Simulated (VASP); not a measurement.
The system is AlNi3.

```xyz
4
Lattice="3.5231 0.0000 0.0000 0.0000 3.5231 0.0000 0.0000 0.0000 3.5231" Properties=species:S:1:pos:R:3 pbc="T T T"
Ni    1.7615    1.7615    0.0000
Ni    1.7615    0.0000    1.7615
Ni    0.0000    1.7615    1.7615
Al    0.0000    0.0000    0.0000
```

Program: VASP 6.6.1. Alike in all runs: task single point; spin collinear, ferromagnetic start; cell as given; cutoff (eV) 520.

Task: Order these runs on this cell by their pressure, lowest first.
A. level LDA; potentials or basis VASP PAW LDA potentials, release 64 (Ni, Al); k mesh 8 × 8 × 8; smearing fermi-dirac 0.05 eV
B. level PBEsol; potentials or basis VASP PAW PBE potentials, release 64 (Ni, Al); fixed moment (μB) 4.5; k mesh 6 × 6 × 6; smearing fermi-dirac 0.05 eV
C. level PBE; potentials or basis VASP PAW PBE potentials, release 64 (Ni, Al); k mesh 8 × 8 × 8; smearing gaussian 0.022 eV

Result: A (-7.2 GPa), C (7.4 GPa), B (14.6 GPa).

Caveats: the PAW data sets were made with another functional, which shifts forces and pressure a little (some runs); the total moment is fixed, so each spin has its own Fermi level (some runs).
